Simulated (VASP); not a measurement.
SnO2, 6 atoms in the cell. The typed cell holds 6 atoms: a = 4.760 Å, b = 4.760 Å, c = 3.249 Å, α = 90.00°, β = 90.00°, γ = 90.00°.  This cell differs from its parent crystal: strain +0.000 along x and y, +0.015 along z.

| Item | Value |
| --- | --- |
| Program | VASP 6.6.1 |
| Task | single point |
| Functional | r2SCAN |
| Potentials or basis | VASP PAW PBE potentials, release 64 (Sn_d, O) |
| Cutoff | 520 eV |
| k mesh | 6 × 6 × 8 |
| Occupations | gaussian, width 0.05 eV |
| Spin | no spin polarisation |
| Dipole correction | no |
| Further INCAR settings | ALGO = Normal; EDIFF = 1e-06; NBANDS = 35 |

Potentials or basis: VASP PAW PBE potentials, release 64 (Sn_d, O).

Command:

```sh
$ cat potpaw_PBE.64/Sn_d/POTCAR potpaw_PBE.64/O/POTCAR > POTCAR
$ cp INCAR.step1 INCAR
$ mpirun -np 1 vasp_std > vasp.out
$ cp INCAR.step2 INCAR
$ mpirun -np 1 vasp_std > vasp.out
```

Hardware: 1 thread of Oxide Virtual Turin-like Processor, on a shared host.

Task: Estimate the wall time of this run.

Result: It took 10 min on 1 thread of Oxide Virtual Turin-like Processor, with other jobs on the host, peak memory 0.26 GiB. Counts: k points 80.
